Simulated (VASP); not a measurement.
# Cd (Fm-3m) in VASP: notebook

The runs below take Cd through single point, with LDA.

Program: VASP 6.6.1. These are calculated values, not measurements. Logs are shortened: lines on timing, memory, paths and dates and some standing lists are left out, and cuts for length are marked.

## (1) The cell of the first run

The structure is cubic, space group Fm-3m (No. 225). The conventional cell has a = 3.907 Å, b = 3.907 Å, c = 3.907 Å, α = 90.00°, β = 90.00°, γ = 90.00°. Cd (site symmetry m-3m) has 12 Cd at 2.76 Å within 3.6 Å.

This isn't the form of Cd at room conditions, which is hcp.

## (2) Single point, LDA

Contents of INCAR:

```
SYSTEM = Cd
PREC = Accurate
ENCUT = 500
EDIFF = 1E-6
ISMEAR = 0
SIGMA = 0.05
LREAL = .FALSE.
LASPH = .TRUE.
NELM = 120
ALGO = Normal
ISIF = 2
LWAVE = .FALSE.
LCHARG = .FALSE.
GGA = CA
NBANDS = 12
GGA_COMPAT = .FALSE.
```

Contents of KPOINTS:

```
Automatic mesh
0
G
  8 8 8
  0 0 0
```

Contents of POSCAR:

```
Cd
1.0
    0.0000000000      1.9534898550      1.9534898550
    1.9534898550      0.0000000000      1.9534898550
    1.9534898550      1.9534898550      0.0000000000
Cd
1
Direct
    0.0000000000      0.0000000000      0.0000000000
```

Potentials or basis: VASP PAW LDA potentials, release 64 (Cd).

Launch:

```console
$ cat potpaw_LDA.64/Cd/POTCAR > POTCAR
$ mpirun -np 1 vasp_std > vasp.out
```

OUTCAR:

```text
SYSTEM = Cd
   PREC = Accurate
   ENCUT = 500
   EDIFF = 1E-6
   ISMEAR = 0
   LREAL = .FALSE.
   LASPH = .TRUE.
   NELM = 120
   ISIF = 2
   GGA = CA

 ion  position               nearest neighbor table
   1  0.000  0.000  0.000-

  LATTYP: Found a face centered cubic cell.
 ALAT       =     3.9069797100

  Lattice vectors:

 A1 = (   0.0000000000,   1.9534898550,   1.9534898550)
 A2 = (   1.9534898550,   0.0000000000,   1.9534898550)
 A3 = (   1.9534898550,   1.9534898550,   0.0000000000)

Analysis of symmetry for initial positions (statically):
=====================================================================
 Subroutine PRICEL returns:
 Original cell was already a primitive cell.

 Routine SETGRP: Setting up the symmetry group for a
 face centered cubic supercell.

 Subroutine GETGRP returns: Found 48 space group operations
 (whereof 48 operations were pure point group operations)
 out of a pool of 48 trial point group operations.

The static configuration has the point symmetry O_h .

Analysis of symmetry for dynamics (positions and initial velocities):
=====================================================================
 Subroutine PRICEL returns:
 Original cell was already a primitive cell.

 Routine SETGRP: Setting up the symmetry group for a
 face centered cubic supercell.

 Subroutine GETGRP returns: Found 48 space group operations
 (whereof 48 operations were pure point group operations)
 out of a pool of 48 trial point group operations.

The dynamic configuration has the point symmetry O_h .

 Subroutine INISYM returns: Found 48 space group operations
 (whereof 48 operations are pure point group operations),
 and found     1 'primitive' translations

----------------------------------------------------------------------------------------

                                     Primitive cell

  volume of cell :      14.9095

  direct lattice vectors                    reciprocal lattice vectors
     0.000000000  1.953489855  1.953489855    -0.255952187  0.255952187  0.255952187
     1.953489855  0.000000000  1.953489855     0.255952187 -0.255952187  0.255952187
     1.953489855  1.953489855  0.000000000     0.255952187  0.255952187 -0.255952187

  length of vectors
     2.762651847  2.762651847  2.762651847     0.443322192  0.443322192  0.443322192

  position of ions in fractional coordinates (direct lattice)
     0.000000000  0.000000000  0.000000000

  ion indices of the primitive-cell ions
   primitive index   ion index
                 1           1

----------------------------------------------------------------------------------------

 KPOINTS: Automatic mesh

Automatic generation of k-mesh.
 Grid dimensions read from file:
 generate k-points for:    8    8    8

 Generating k-lattice:

  Cartesian coordinates                     Fractional coordinates (reciprocal lattice)
    -0.031994023  0.031994023  0.031994023     0.125000000  0.000000000  0.000000000
     0.031994023 -0.031994023  0.031994023     0.000000000  0.125000000  0.000000000
     0.031994023  0.031994023 -0.031994023     0.000000000  0.000000000  0.125000000

  Length of vectors
     0.055415274  0.055415274  0.055415274

  Shift w.r.t. Gamma in fractional coordinates (k-lattice)
     0.000000000  0.000000000  0.000000000

 Subroutine IBZKPT returns following result:
 ===========================================

 Found     29 irreducible k-points:

 Following reciprocal coordinates:
            Coordinates               Weight
  0.000000  0.000000  0.000000      1.000000
  0.125000  0.000000  0.000000      8.000000
  0.250000  0.000000  0.000000      8.000000
  0.375000  0.000000  0.000000      8.000000
  0.500000  0.000000  0.000000      4.000000
  0.125000  0.125000  0.000000      6.000000
[... 16 lines left out ...]
  0.500000  0.250000  0.125000     48.000000
 -0.375000  0.250000  0.125000     24.000000
 [... further k-points ...]
   k-points           NKPTS =     29   k-points in BZ     NKDIM =     29   number of bands    NBANDS=     12
   number of dos      NEDOS =    301   number of ions     NIONS =      1
   total plane-waves  NPLWV =   8000
   dimension x,y,z NGX =    20 NGY =   20 NGZ =   20
   dimension x,y,z NGXF=    40 NGYF=   40 NGZF=   40
   ions per type =               1
   NGX,Y,Z   is equivalent  to a cutoff of  12.04, 12.04, 12.04 a.u.
   NGXF,Y,Z  is equivalent  to a cutoff of  24.07, 24.07, 24.07 a.u.
 SYSTEM =  Cd
   PREC   = accura    normal or accurate (medium, high low for compatibility)
   ISTART =      0    job   : 0-new  1-cont  2-samecut
   ICHARG =      2    charge: 1-file 2-atom 10-const
   ISPIN  =      1    spin polarized calculation?
   LNONCOLLINEAR =      F non collinear calculations
   LSORBIT =      F    spin-orbit coupling
   LASPH  =      T    aspherical Exc in radial PAW
   ENCUT  =  500.0 eV  36.75 Ry    6.06 a.u.   5.04  5.04  5.04*2*pi/ulx,y,z
   NELM   =    120;   NELMIN=  2; NELMDL= -5     # of ELM steps
   EDIFF  = 0.1E-05   stopping-criterion for ELM
   LREAL  =      F    real-space projection
   EDIFFG = 0.1E-04   stopping-criterion for IOM
   NSW    =      0    number of steps for IOM
   IBRION =     -1    ionic relax: 0-MD 1-quasi-New 2-CG
   NFREE  =      0    steps in history (QN), initial steepest desc. (CG)
   ISIF   =      2    stress and relaxation
   ISYM   =      2    0-nonsym 1-usesym 2-fastsym
   POTIM  = 0.5000    time-step for ionic-motion
   TEBEG  =    0.0;   TEEND  =   0.0 temperature during run
   PSTRESS=    0.0 pullay stress
   NELECT =      12.0000    total number of electrons
   NUPDOWN=      -1.0000    fix difference up-down
   EMIN   =  10.00;   EMAX   =-10.00  energy-range for DOS
   EFERMI =   0.00;   METHOD = LEGACY
   ISMEAR =     0;   SIGMA  =   0.05  broadening in eV -4-tet -1-fermi 0-gaus
   EFERMI_NEDOS =   21; number of points for ismear=-14 and -15
   IALGO  =     38    algorithm
   IMIX   =      4    mixing-type and parameters
     AMIX     =   0.40;   BMIX     =  1.00
     AMIX_MAG =   1.60;   BMIX_MAG =  1.00
  volume/ion in A,a.u.               =      14.91       100.61
  Fermi-wavevector in a.u.,A,eV,Ry     =   1.522816  2.877705 31.551481  2.318968
  Thomas-Fermi vector in A             =   2.631344
   LORBIT       =      0    0 simple, 1 ext, 2 COOP (PROOUT), +10 PAW based schemes
   GGA     = CA    functional components
   LHFCALC =     F    Hartree Fock is set to
   AEXX    =    0.0000 exact exchange contribution
   IVDW    =     0    specifies the selected vdW correction
   LEPSILON=     F    determine dielectric tensor
   LRPA    =     F    only Hartree local field effects (RPA)
 non-spin polarized calculation
 Gauss-broadening in eV      SIGMA  =   0.05
  energy-cutoff  :      500.00
  volume of cell :       14.91
 maximum number of plane-waves:       391
   NGX =  9   NGY =  9   NGZ =  9

 number of electron      11.9999997 magnetization

 Free energy of the ion-electron system (eV)
  ---------------------------------------------------
  ext. energy  EPLUGINS =         0.00000000
  ---------------------------------------------------
  free energy    TOTEN  =        -0.94467651 eV

  energy without entropy =       -0.94338314  energy(sigma->0) =       -0.94402983

 E-fermi :   6.2504     XC(G=0): -13.4888

 val. band max:        6.2429457908   @ k =  -0.3750   0.2500   0.1250
 cond. band min:       6.5078606091   @ k =   0.5000   0.1250   0.0000
 fundamental gap:      0.2649148183
 Fermi energy:         6.2503855581

 k-point     1 :       0.0000    0.0000    0.0000
  band No.  band energies     occupation
      1      -6.1046      2.00000
      2      -4.4994      2.00000
      3      -4.4994      2.00000
      4      -4.4994      2.00000
      5      -3.4823      2.00000
      6      -3.4823      2.00000
      7      21.2003      0.00000
      8      24.6883      0.00000
      9      24.6883      0.00000
     10      24.6883      0.00000
     11      29.5926      0.00000
     12      29.5926      0.00000

 k-point     2 :       0.1250    0.0000    0.0000
  band No.  band energies     occupation
      1      -5.6264      2.00000
      2      -4.5294      2.00000
      3      -4.3789      2.00000
      4      -4.3789      2.00000
      5      -3.5103      2.00000
      6      -3.5103      2.00000
      7      19.7918      0.00000
      8      22.1567      0.00000
      9      24.4749      0.00000
     10      24.4749      0.00000
     11      28.4978      0.00000
     12      29.7865      0.00000

 k-point     3 :       0.2500    0.0000    0.0000
  band No.  band energies     occupation
      1      -5.3836      2.00000
      2      -4.2924      2.00000
      3      -4.2924      2.00000
      4      -3.3480      2.00000
      5      -3.3424      2.00000
      6      -3.3424      2.00000
      7      14.3915      0.00000
      8      21.6027      0.00000
      9      23.8367      0.00000
     10      23.8367      0.00000
     11      28.2761      0.00000
     12      28.4891      0.00000
[... 286 lines left out ...]
 k-point    23 :       0.5000    0.2500    0.1250
  band No.  band energies     occupation
      1      -5.1750      2.00000
      2      -4.7145      2.00000
      3      -4.2264      2.00000
      4      -3.6463      2.00000
      5      -2.9417      2.00000
      6       1.4954      2.00000
      7      10.1579      0.00000
      8      15.1569      0.00000
      9      17.8081      0.00000
     10      23.8257      0.00000
     11      27.4896      0.00000
     12      31.0594      0.00000

 k-point    24 :      -0.3750    0.2500    0.1250
  band No.  band energies     occupation
      1      -5.2174      2.00000
      2      -4.8620      2.00000
      3      -3.8765      2.00000
      4      -3.8680      2.00000
      5      -2.7521      2.00000
      6       4.5590      2.00000
      7       6.2429      1.16667
      8      15.9000      0.00000
      9      16.0700      0.00000
     10      23.2971      0.00000
     11      27.9357      0.00000
     12      33.2120      0.00000

 [... further k-points ...]

------------------------ aborting loop because EDIFF is reached ----------------------------------------

  FORCE on cell =-STRESS in cart. coord.  units (eV):
  Direction    XX          YY          ZZ          XY          YZ          ZX
  --------------------------------------------------------------------------------------
  -------------------------------------------------------------------------------------
  Total        4.4362913      4.4362913      4.4362913     -0.0000000      0.0000000     -0.0000000
  in kB      476.7241564    476.7241564    476.7241564     -0.0000000      0.0000000     -0.0000000
  external PRESSURE =     476.7241564 kB  Pullay stress =       0.0000000 kB

 VOLUME and BASIS-vectors are now :
 -----------------------------------------------------------------------------
  energy-cutoff  :      500.00
  volume of cell :       14.91
      direct lattice vectors                 reciprocal lattice vectors
     0.000000000  1.953489855  1.953489855    -0.255952187  0.255952187  0.255952187
     1.953489855  0.000000000  1.953489855     0.255952187 -0.255952187  0.255952187
     1.953489855  1.953489855  0.000000000     0.255952187  0.255952187 -0.255952187

 POSITION                                       TOTAL-FORCE (eV/Angst)
 -----------------------------------------------------------------------------------
      0.00000      0.00000      0.00000        -0.000000      0.000000      0.000000
 -----------------------------------------------------------------------------------
    total drift:                                0.000000     -0.000000     -0.000000

  FREE ENERGIE OF THE ION-ELECTRON SYSTEM (eV)
  ---------------------------------------------------
  free  energy   TOTEN  =        -0.9446765082 eV

  energy  without entropy=       -0.9433831434  energy(sigma->0) =       -0.94402983
```

It took 3 s on 1 thread of Intel Xeon Platinum 8488C (Sapphire Rapids), shared host; peak memory 0.12 GiB.

What came out:

```yaml
Free_energy: -0.9447 eV
Pressure: 47.7 GPa
Band_gap_on_the_k_mesh: zero (bands 6 and 7 overlap by 2.89 eV)
```

Caveat: the cell stands under pressure.

## (3) Single point, LDA

This run uses another cell than the first one, of 17.15 Å³/atom.

Contents of INCAR:

```
  ALGO = Normal
  EDIFF = 1E-6
  ENCUT = 500
  GGA_COMPAT = F
  ISIF = 2
  ISMEAR = 0
  LASPH = T
  LCHARG = F
  LREAL = F
  LWAVE = F
  NBANDS = 12
  NELM = 120
  PREC = Accurate
  SIGMA = 0.05
```

Contents of KPOINTS:

```
k-points
0
Gamma
  8 8 8
```

Contents of POSCAR:

```
Cd
1.0
    0.0000000000      2.0468446614      2.0468446614
    2.0468446614      0.0000000000      2.0468446614
    2.0468446614      2.0468446614      0.0000000000
Cd
1
Direct
    0.0000000000      0.0000000000      0.0000000000
```

Potentials or basis: VASP PAW LDA potentials, release 64 (Cd).

Launch:

```console
$ cat potpaw_LDA.64/Cd/POTCAR > POTCAR
$ mpirun -np 1 vasp_std > vasp.out
```

It took 3.1 s on 1 thread of Intel Xeon Platinum 8488C (Sapphire Rapids), shared host; peak memory 0.12 GiB.

The run converged. Its results:

| Quantity | Value |
| --- | --- |
| Free energy | -1.3648 eV |
| Pressure | 16.4 GPa |
| Band gap on the k mesh | zero (bands 6 and 7 overlap by 3.13 eV) |

Levels at points of the mesh, in eV from the Fermi level:
```csv
k point,band 4,band 5,band 6,band 7,band 8,band 9
"(0.00, 0.00, 0.00)",-9.70,-8.93,-8.93,14.98,17.49,17.49
"(0.50, 0.00, 0.00)",-8.32,-8.32,-3.16,-0.62,14.02,14.98
"(0.50, 0.50, 0.00)",-8.16,-8.16,-1.29,2.63,7.82,7.82
```

Caveat: the cell stands under pressure.

## (4) Single point, LDA

This run uses another cell than the first one, of 15.82 Å³/atom.

Contents of INCAR:

```
PREC = Accurate
ENCUT = 500
EDIFF = 1E-6
ISMEAR = 0
SIGMA = 0.05
LREAL = False
LASPH = True
NELM = 120
ALGO = Normal
ISIF = 2
LWAVE = False
LCHARG = False
GGA = CA
NBANDS = 12
GGA_COMPAT = False
```

Contents of KPOINTS:

```
regular mesh
0
Gamma
  8 8 8
```

Contents of POSCAR:

```
Cd
1.0
    0.0000000000      1.9923836249      1.9923836249
    1.9923836249      0.0000000000      1.9923836249
    1.9923836249      1.9923836249      0.0000000000
Cd
1
Direct
    0.0000000000      0.0000000000      0.0000000000
```

Launch:

```console
$ cat potpaw_LDA.64/Cd/POTCAR > POTCAR
$ mpirun -np 1 vasp_std > vasp.out
```

It took 3 s on 1 thread of Intel Xeon Platinum 8488C (Sapphire Rapids), shared host; peak memory 0.12 GiB.

The run converged. Its results:

```
Free energy            : -1.1684 eV
Pressure               : 32.0 GPa
Band gap on the k mesh : zero (bands 6 and 7 overlap by 2.99 eV)
```

Levels at points of the mesh, in eV from the Fermi level:
```csv
k point,band 4,band 5,band 6,band 7,band 8,band 9
"(0.00, 0.00, 0.00)",-10.27,-9.37,-9.37,14.99,18.06,18.06
"(0.50, 0.00, 0.00)",-8.66,-8.66,-3.78,-0.58,14.00,15.62
"(0.50, 0.50, 0.00)",-8.47,-8.47,-1.76,2.86,7.92,7.92
```

Caveat: the cell stands under pressure.

## (5) Single point, LDA

This run uses another cell than the first one, of 20.00 Å³/atom.

INCAR: that of step 4 with these lines changed.

```diff
@@ -12,3 +12,2 @@
 LCHARG = False
-GGA = CA
 NBANDS = 12
```

Contents of KPOINTS:

```
Automatic mesh
0
Gamma
  8 8 8
```

Contents of POSCAR:

```
Cd
1.0
    0.0000000000      2.1542916453      2.1542916453
    2.1542916453      0.0000000000      2.1542916453
    2.1542916453      2.1542916453      0.0000000000
Cd
1
Direct
    0.0000000000      0.0000000000      0.0000000000
```

Launch:

```console
$ cat potpaw_LDA.64/Cd/POTCAR > POTCAR
$ mpirun -np 1 vasp_std > vasp.out
```

It took 2.9 s on 1 thread of Intel Xeon Platinum 8488C (Sapphire Rapids), shared host; peak memory 0.13 GiB.

It converged, with:

| Property | Result |
| --- | --- |
| Free energy | -1.4973 eV |
| Pressure | 0.6 GPa |
| Band gap on the k mesh | zero (bands 6 and 7 overlap by 3.34 eV) |

Levels at points of the mesh, in eV from the Fermi level:
```tsv
k point	band 3	band 4	band 5	band 6	band 7	band 8	band 9	band 10
(0.00, 0.00, 0.00)	-9.08	-9.08	-8.53	-8.53	14.53	15.99	15.99	15.99
(0.50, 0.00, 0.00)	-9.08	-8.07	-8.07	-2.43	-0.96	13.48	13.48	13.62
(0.50, 0.50, 0.00)	-8.10	-7.96	-7.96	-0.81	1.94	7.28	7.28	12.05
```

## (6) Overview

```tsv
cell	gap on the mesh (eV)	pressure (GPa)
a = 2.763 Å, angles 60.0°, 1 atom	none	47.7
a = 2.895 Å, angles 60.0°, 1 atom	none	16.4
a = 2.818 Å, angles 60.0°, 1 atom	none	32.0
a = 3.047 Å, angles 60.0°, 1 atom	none	0.6
```

Alike in all rows: task single point; level LDA; potentials or basis VASP PAW LDA potentials, release 64 (Cd); no spin polarisation; k mesh 8 × 8 × 8; cutoff (eV) 500; smearing gaussian 0.05 eV.

Caveats: the cell stands under pressure (at least some runs).

Absolute energies hang on the potentials; compare differences alone.
